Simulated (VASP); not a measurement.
A run of VASP 6.6.1:

Contents of INCAR:

```
SYSTEM = Fe
PREC = Accurate
ENCUT = 520
EDIFF = 1E-7
ISMEAR = -1
SIGMA = 0.05
LREAL = .FALSE.
LASPH = .TRUE.
NELM = 150
ALGO = Normal
ISIF = 2
LWAVE = .FALSE.
LCHARG = .FALSE.
ISPIN = 2
MAGMOM = 2.5 -2.5
LORBIT = 11
LMAXMIX = 4
GGA = PS
NBANDS = 19
```

The input KPOINTS:

```
regular mesh
0
G
  13 13 13
  0 0 0
```

The input POSCAR:

```
Fe
1.0
    0.0000000000      2.3021880237      2.3021880237
    2.3021880237      0.0000000000      2.3021880237
    2.3021880237      2.3021880237      0.0000000000
Fe
2
Direct
    0.1250000000      0.1250000000      0.1250000000
    0.8750000000      0.8750000000      0.8750000000
```

Potentials or basis: VASP PAW PBE potentials, release 64 (Fe).

Run with:

```sh
$ cat potpaw_PBE.64/Fe/POTCAR > POTCAR
$ mpirun -np 1 vasp_std > vasp.out
```

Hardware: 1 thread of Intel(R) Xeon(R) 6975P-C (Granite Rapids), with other jobs on the host.

**Question.** Estimate the wall time of this run.

**Answer.** Wall time 27 s on 1 thread of Intel(R) Xeon(R) 6975P-C (Granite Rapids) (shared host), peak memory 0.18 GiB. Counts: scf iterations 16, k points 84.
